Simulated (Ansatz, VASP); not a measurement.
## One calculation of Li, two programs

INCAR

```
ALGO = Normal ; EDIFF = 1E-6
EDIFFG = -0.002 ; ENCUT = 600
GGA = PS ; IBRION = 2
ISIF = 3 ; ISMEAR = -1
LASPH = T ; LCHARG = F
LREAL = F ; LWAVE = F
NELM = 60 ; NSW = 100
PREC = Accurate ; SIGMA = 0.05
```

File KPOINTS:

```
k-points
0
Gamma
  14 14 14
```

Contents of POSCAR:

```
Li
1.0
   -1.7546500000      1.7546500000      1.7546500000
    1.7546500000     -1.7546500000      1.7546500000
    1.7546500000      1.7546500000     -1.7546500000
Li
1
Direct
    0.0000000000      0.0000000000      0.0000000000
```

Input for Ansatz:

```yaml
crystal:
  lattice:
    - [-1.75465, 1.75465, 1.75465]
    - [1.75465, -1.75465, 1.75465]
    - [1.75465, 1.75465, -1.75465]
  atoms:
    - { symbol: Li, position: [0.0, 0.0, 0.0] }
kpoints:
  mp_grid: { grid: [14, 14, 14] }
scf:
  occupations: { method: fermi_dirac, width: 0.05 }
hamiltonian:
  xc: pbesol
  pseudopotentials: { kind: paw }
relax:
  f_tol: 0.002
  max_steps: 80
  cell: {}
output:
  forces: true
  stress: true
```

Alike in both runs: task relaxation of cell and atoms; functional PBEsol; k mesh 14 × 14 × 14; occupations fermi-dirac, width 0.05 eV; no spin polarisation.

```csv
,VASP,Ansatz
version,VASP 6.6.1,Ansatz 0.2.0
potentials or method,"VASP PAW PBE potentials, release 64 (Li_sv)","PAW with Ansatz's default frozen-core files, scalar-relativistic"
plane-wave cutoff (eV),600,420
valence electrons in the cell,3,3
```

|  | VASP | Ansatz | Ansatz less VASP |
| --- | --- | --- | --- |
| relaxed volume (Å³/atom) | 20.01 | 20.21 | +0.196 |
| relaxed length of the cell vector where the two differ most in proportion (Å) | 2.962 | 2.972 | +0.0096 |

VASP's potentials were made for PBE, not for PBEsol.

Noted on VASP's run: the cutoff is under 1.25 times that of the potentials, so the pressure is a little rough.
